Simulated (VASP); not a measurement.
Input of a VASP 6.6.1 run:

Contents of POSCAR:

```
Te
1.0
    4.4540000000      0.0000000000      0.0000000000
   -2.2270000000      3.8572771485      0.0000000000
    0.0000000000      0.0000000000      5.9240000000
Te
3
Direct
    0.7310000000      0.7310000000      0.0000000000
    0.0000000000      0.2690000000      0.6666666667
    0.2690000000      0.0000000000      0.3333333333
```

INCAR.step1

```
SYSTEM = Te
  PREC = Accurate
  ENCUT = 520
  EDIFF = 1E-5
  ISMEAR = -1
  SIGMA = 0.05
  LREAL = .False.
  LASPH = .True.
  NELM = 80
  ALGO = Normal
  ISIF = 2
  LWAVE = .True.
  LCHARG = .False.
  NBANDS = 16
  GGA = PE
```

Contents of INCAR.step2:

```
SYSTEM = Te
  PREC = Accurate
  ENCUT = 520
  EDIFF = 1E-7
  ISMEAR = -1
  SIGMA = 0.05
  LREAL = .False.
  LASPH = .True.
  NELM = 80
  ALGO = Normal
  ISIF = 2
  LWAVE = .False.
  LCHARG = .False.
  METAGGA = R2SCAN
  LHFCALC = .True.
  AEXX = 0.1
  LMIXTAU = .True.
  PRECFOCK = Normal
  NBANDS = 16
  ISTART = 1
```

Contents of KPOINTS:

```
Automatic mesh
0
Gamma
  4 4 3
  0 0 0
```

Potentials or basis: VASP PAW PBE potentials, release 64 (Te).

Launch:

```sh
$ cat potpaw_PBE.64/Te/POTCAR > POTCAR
$ cp INCAR.step1 INCAR
$ mpirun -np 1 vasp_std > vasp.out
$ cp INCAR.step2 INCAR
$ mpirun -np 1 vasp_std > vasp.out
```

Question: Estimate the band gap on the k mesh.

Answer: 1.37 eV (least direct gap 1.57 eV).

Question: What does it give for the largest force?

Answer: 0.256 eV/Å.

Question: Predict the pressure.

Answer: 0.3 GPa.

Stress tensor (GPa, compression positive):
```
 0.51  0.00  0.00
 0.00  0.51  0.00
 0.00  0.00 -0.26
```

Caveat: the PAW data sets were made with another functional, which shifts forces and pressure a little; spin-orbit coupling is left out, which moves the levels of the heavy elements. A k mesh can miss the band edges.
